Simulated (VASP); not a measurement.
# C (P6_3/mmc) in VASP: further runs, part 2 of 2

VASP 6.6.1.

### 4 Single point, PBE

INCAR

```
PREC     = Accurate       # precision mode
ENCUT    = 520            # plane-wave cutoff, eV
EDIFF    = 1E-6           # SCF threshold, eV
ISMEAR   = 0              # smearing method
SIGMA    = 0.15           # smearing width, eV
LREAL    = False          # projectors in reciprocal space
LASPH    = True           # aspherical terms in the spheres
NELM     = 80             # most SCF steps
ALGO     = Normal         # electronic algorithm
ISIF     = 2              # what is computed and relaxed
LWAVE    = False          # write WAVECAR
LCHARG   = False          # write CHGCAR
GGA      = PE             # functional
NBANDS   = 16             # bands
```

KPOINTS

```
Automatic mesh
0
Gamma
  24 24 6
```

POSCAR

```
C
1.0
    2.4665344233      0.0000000000      0.0000000000
   -1.2332672117      2.1360814699      0.0000000000
    0.0000000000      0.0000000000      8.5128477067
C
4
Direct
    0.0000000000      0.0000000000      0.0025000000
    0.0000000000      0.0000000000      0.5025000000
    0.3333333333      0.6666666667      0.0025000000
    0.6666666667      0.3333333333      0.5025000000
```

Launch:

```sh
> cat potpaw_PBE.64/C/POTCAR > POTCAR
> mpirun -np 1 vasp_std > vasp.out
```

Run time: 1.8 min. Hardware: 1 thread of Intel Xeon Platinum 8488C (Sapphire Rapids), shared host; peak memory 0.24 GiB.

Results (log left out):

| Item | Value |
| --- | --- |
| Free energy | -36.9066 eV |
| Pressure | 0.4 GPa |
| Band gap on the k mesh | zero (filled and empty bands touch) |

Stress tensor (GPa, compression positive):
```
 0.54  0.00  0.00
 0.00  0.54  0.00
 0.00  0.00 -0.01
```

Levels at points of the mesh, in eV from the Fermi level:
| k point | band 4 | band 5 | band 6 | band 7 | band 8 | band 9 | band 10 | band 11 | band 12 | band 13 |
| --- | --- | --- | --- | --- | --- | --- | --- | --- | --- | --- |
| (0.00, 0.00, 0.00) | -7.36 | -3.04 | -3.04 | -3.04 | -3.04 | 3.09 | 6.41 | 8.30 | 8.30 | 8.31 |
| (0.50, 0.00, 0.00) | -13.23 | -6.42 | -6.42 | -2.43 | -2.29 | 1.58 | 1.79 | 7.33 | 7.39 | 10.61 |
| (0.00, 0.00, 0.50) | -7.62 | -3.04 | -3.04 | -3.04 | -3.04 | 4.36 | 4.36 | 8.30 | 8.30 | 8.30 |
| (0.50, 0.00, 0.50) | -13.23 | -6.42 | -6.42 | -2.36 | -2.36 | 1.67 | 1.67 | 7.36 | 7.36 | 11.46 |

Caveat: this functional lacks dispersion, which binds the layers, so the pressure and a relaxed spacing across them are unreliable.

### 5 Single point, PBE

INCAR

```
SYSTEM = C
ALGO = Normal
EDIFF = 1E-6
ENCUT = 520
GGA = PE
ISIF = 2
ISMEAR = 0
LASPH = .TRUE.
LCHARG = .FALSE.
LREAL = .FALSE.
LWAVE = .FALSE.
NBANDS = 16
NELM = 80
PREC = Accurate
SIGMA = 0.15
```

KPOINTS

```
k-points
0
G
  24 24 6
  0 0 0
```

POSCAR is that of step 4.

Potentials or basis: VASP PAW PBE potentials, release 64 (C).

Launch:

```sh
> cat potpaw_PBE.64/C/POTCAR > POTCAR
> mpirun -np 1 vasp_std > vasp.out
```

OUTCAR:

```text
SYSTEM = C
   EDIFF = 1E-6
   ENCUT = 520
   GGA = PE
   ISIF = 2
   ISMEAR = 0
   LASPH = .TRUE.
   LREAL = .FALSE.
   NELM = 80
   PREC = Accurate

 ion  position               nearest neighbor table
   1  0.000  0.000  0.002-   3 1.42   3 1.42   3 1.42
   2  0.000  0.000  0.502-   4 1.42   4 1.42   4 1.42
   3  0.333  0.667  0.002-   1 1.42   1 1.42   1 1.42
   4  0.667  0.333  0.502-   2 1.42   2 1.42   2 1.42

  LATTYP: Found a hexagonal cell.
 ALAT       =     2.4665344233
 C/A-ratio  =     3.4513395095

  Lattice vectors:

 A1 = (   2.4665344233,   0.0000000000,   0.0000000000)
 A2 = (  -1.2332672117,   2.1360814699,   0.0000000000)
 A3 = (   0.0000000000,   0.0000000000,   8.5128477067)

Analysis of symmetry for initial positions (statically):
=====================================================================
 Subroutine PRICEL returns:
 Original cell was already a primitive cell.

 Routine SETGRP: Setting up the symmetry group for a
 hexagonal supercell.

 Subroutine GETGRP returns: Found 24 space group operations
 (whereof  6 operations were pure point group operations)
 out of a pool of 24 trial point group operations.

The static configuration has the point symmetry C_3v.
 The point group associated with its full space group is D_6h.

Analysis of symmetry for dynamics (positions and initial velocities):
=====================================================================
 Subroutine PRICEL returns:
 Original cell was already a primitive cell.

 Routine SETGRP: Setting up the symmetry group for a
 hexagonal supercell.

 Subroutine GETGRP returns: Found 24 space group operations
 (whereof  6 operations were pure point group operations)
 out of a pool of 24 trial point group operations.

[... 115 lines left out ...]
   PSTRESS=    0.0 pullay stress
   NELECT =      16.0000    total number of electrons
   NUPDOWN=      -1.0000    fix difference up-down
   EMIN   =  10.00;   EMAX   =-10.00  energy-range for DOS
   EFERMI =   0.00;   METHOD = LEGACY
   ISMEAR =     0;   SIGMA  =   0.15  broadening in eV -4-tet -1-fermi 0-gaus
   EFERMI_NEDOS =   21; number of points for ismear=-14 and -15
   IALGO  =     38    algorithm
   IMIX   =      4    mixing-type and parameters
     AMIX     =   0.40;   BMIX     =  1.00
     AMIX_MAG =   1.60;   BMIX_MAG =  1.00
  volume/ion in A,a.u.               =      11.21        75.67
  Fermi-wavevector in a.u.,A,eV,Ry     =   1.161061  2.194086 18.341492  1.348062
  Thomas-Fermi vector in A             =   2.297637
   LORBIT       =      0    0 simple, 1 ext, 2 COOP (PROOUT), +10 PAW based schemes
   GGA     = PE    functional components
   LHFCALC =     F    Hartree Fock is set to
   AEXX    =    0.0000 exact exchange contribution
   IVDW    =     0    specifies the selected vdW correction
   LEPSILON=     F    determine dielectric tensor
   LRPA    =     F    only Hartree local field effects (RPA)
 non-spin polarized calculation
 Gauss-broadening in eV      SIGMA  =   0.15
  energy-cutoff  :      520.00
  volume of cell :       44.85
 maximum number of plane-waves:      1233
   NGX =  9   NGY =  9   NGZ = 31

 number of electron      15.9999996 magnetization

 Free energy of the ion-electron system (eV)
  ---------------------------------------------------
  ext. energy  EPLUGINS =         0.00000000
  ---------------------------------------------------
  free energy    TOTEN  =       -36.90658080 eV

  energy without entropy =      -36.90558219  energy(sigma->0) =      -36.90608149

 E-fermi :   2.8040     XC(G=0):  -8.7323

 val. band max:        2.8034569270   @ k =   0.3333   0.3333   0.1667
 cond. band min:       2.8041266153   @ k =   0.3333   0.3333   0.3333
 fundamental gap:      0.0006696883
 Fermi energy:         2.8040057585

 k-point     1 :       0.0000    0.0000    0.0000
  band No.  band energies     occupation
      1     -16.7287      2.00000
      2     -16.6923      2.00000
      3      -5.0451      2.00000
      4      -4.5573      2.00000
      5      -0.2401      2.00000
      6      -0.2401      2.00000
[... 433 lines left out ...]
      3     -10.2293      2.00000
      4     -10.2144      2.00000
      5      -3.7432      2.00000
      6      -3.7388      2.00000
[... 8 lines left out ...]
     15      15.1919      0.00000
     16      16.2543      0.00000

 [... further k-points ...]
[... 5 lines left out ...]
  --------------------------------------------------------------------------------------
  -------------------------------------------------------------------------------------
  Total        0.1510209      0.1510209     -0.0034755     -0.0000000      0.0000000      0.0000000
  in kB        5.3947064      5.3947064     -0.1241509     -0.0000000      0.0000000      0.0000000
  external PRESSURE =       3.5550873 kB  Pullay stress =       0.0000000 kB

 VOLUME and BASIS-vectors are now :
 -----------------------------------------------------------------------------
  energy-cutoff  :      520.00
  volume of cell :       44.85
      direct lattice vectors                 reciprocal lattice vectors
     2.466534423  0.000000000  0.000000000     0.405427141  0.234073469  0.000000000
    -1.233267212  2.136081470  0.000000000     0.000000000  0.468146938  0.000000000
     0.000000000  0.000000000  8.512847707     0.000000000  0.000000000  0.117469504

 POSITION                                       TOTAL-FORCE (eV/Angst)
 -----------------------------------------------------------------------------------
      0.00000      0.00000      0.02128        -0.000000      0.000000      0.000000
      0.00000      0.00000      4.27771         0.000000     -0.000000      0.000000
     -0.00000      1.42405      0.02128        -0.000000      0.000000     -0.000000
      1.23327      0.71203      4.27771         0.000000     -0.000000     -0.000000
 -----------------------------------------------------------------------------------
    total drift:                               -0.000000     -0.000000     -0.000010

  FREE ENERGIE OF THE ION-ELECTRON SYSTEM (eV)
  ---------------------------------------------------
  free  energy   TOTEN  =       -36.9065807968 eV

  energy  without entropy=      -36.9055821888  energy(sigma->0) =      -36.90608149
```

Wall time 97 s (1 thread of Intel Xeon Platinum 8488C (Sapphire Rapids), shared host); peak memory 0.24 GiB.

What came out:

- Free energy: -36.9066 eV
- Pressure: 0.4 GPa
- Band gap on the k mesh: zero (filled and empty bands touch)

Levels at points of the mesh, in eV from the Fermi level:
```tsv
k point	band 6	band 7	band 8	band 9	band 10	band 11
(0.00, 0.00, 0.00)	-3.04	-3.04	-3.04	3.09	6.41	8.30
(0.50, 0.00, 0.00)	-6.42	-2.43	-2.29	1.58	1.79	7.33
(0.00, 0.00, 0.50)	-3.04	-3.04	-3.04	4.36	4.36	8.30
(0.50, 0.00, 0.50)	-6.42	-2.36	-2.36	1.67	1.67	7.36
```

Caveat: this functional lacks dispersion, which binds the layers, so the pressure and a relaxed spacing across them are unreliable.
